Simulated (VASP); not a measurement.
**AlAs: relaxation of the atoms with PBE**

Crystal: AlAs.

```
CELL_PARAMETERS angstrom
0.00000 2.83040 2.80210
2.83040 0.00000 2.80210
2.83040 2.83040 0.00000
ATOMIC_POSITIONS crystal
Al 0.00000 0.00000 0.00000
As 0.25000 0.25000 0.25000
```

This cell differs from its parent crystal: z stretched by -1 %.

```
Program                : VASP 6.6.1
Task                   : relaxation of the atoms
Functional             : PBE
Potentials or basis    : VASP PAW PBE potentials, release 64 (Al, As)
Cutoff                 : 450 eV
k mesh                 : 13 × 13 × 13
Occupations            : fermi-dirac, width 0.02 eV
Spin                   : no spin polarisation
Dipole correction      : no
Further INCAR settings : ALGO = Normal; EDIFF = 1e-07; IBRION = 2; EDIFFG = -0.02; NSW = 80
```

```yaml
Pressure_after_relaxing: 3.6 GPa
Band_gap_on_the_k_mesh: 1.39 eV (least direct gap 2.11 eV)
```

Stress tensor (GPa, compression positive):
```
3.39 0.00 0.00
0.00 3.39 0.00
0.00 0.00 3.92
```

Final structure:
```xyz
2
Lattice="0.0000 2.8304 2.8021 2.8304 0.0000 2.8021 2.8304 2.8304 0.0000" Properties=species:S:1:pos:R:3 pbc="T T T"
Al    0.0000    0.0000    0.0000
As    1.4152    1.4152    1.4010
```

Levels at points of the mesh, in eV from the valence-band top:
```
           k point  band 1  band 2  band 3  band 4  band 5  band 6  band 7  band 8
(0.00, 0.00, 0.00)  -11.95   -0.05   -0.05    0.00    2.11    4.26    4.28    4.28
```

Run time: 29 s on 1 thread of Oxide Virtual Turin-like Processor, on a shared host, peak memory 0.17 GiB.

Caveat: the cell differs from its parent crystal (z stretched by -1 %). A k mesh can miss the band edges.
